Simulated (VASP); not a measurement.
The system is HfO2.

```
Hf O
1.0
     3.55802    0.00000    0.00000
     0.00000    3.55802    0.00000
     0.00000    0.00000    5.17186
Hf O
2 4
Direct
  0.00000 0.00000 0.00000
  0.50000 0.50000 0.50000
  0.00000 0.50000 0.19721
  0.50000 0.00000 0.30279
  0.50000 0.00000 0.80279
  0.00000 0.50000 0.69721
```

* Program: VASP 6.6.1
* Task: relaxation of cell and atoms
* Functional: PBE
* Potentials or basis: VASP PAW PBE potentials, release 64 (Hf_pv, O)
* Cutoff: 600 eV
* k mesh: 8 × 8 × 5
* Occupations: fermi-dirac, width 0.05 eV
* Spin: no spin polarisation
* Hubbard terms: Hf d U = 4.0 eV

At the start: pressure 18.7 GPa; volume 10.91 Å³/atom.

Task: How do energy, volume and symmetry change on relaxing?

Result: Over 10 steps the energy falls by 53.3 meV/atom and the volume is 11.47 Å³/atom (+5.1 %); space group P4_2/nmc (No. 137, to 0.1 Å) before and after.

The path:
```
step  energy change (eV)  largest force (eV/Å)  pressure (GPa)  volume (Å³)
   1              0.0000                0.7075           18.71        65.47
   2              0.3238                0.2996          -20.93        78.30
   3             -0.2797                0.2071           -0.94        70.33
   4             -0.2800                0.2192           -0.47        70.18
   5             -0.2799                0.2275           -0.14        70.08
   6             -0.2882                0.1997           -0.02        69.91
   7             -0.3064                0.1286            0.40        69.39
   8             -0.3169                0.0314            1.80        68.35
   9             -0.3181                0.0294           -1.31        69.15
  10             -0.3199                0.0043            0.02        68.80
```

Final structure:
```
Hf O
1.0
     3.64017    0.00000    0.00000
     0.00000    3.64017    0.00000
     0.00000    0.00000    5.19186
Hf O
2 4
Direct
  0.00000 0.00000 0.00000
  0.50000 0.50000 0.50000
  0.00000 0.50000 0.21912
  0.50000 0.00000 0.28088
  0.50000 0.00000 0.78088
  0.00000 0.50000 0.71912
```
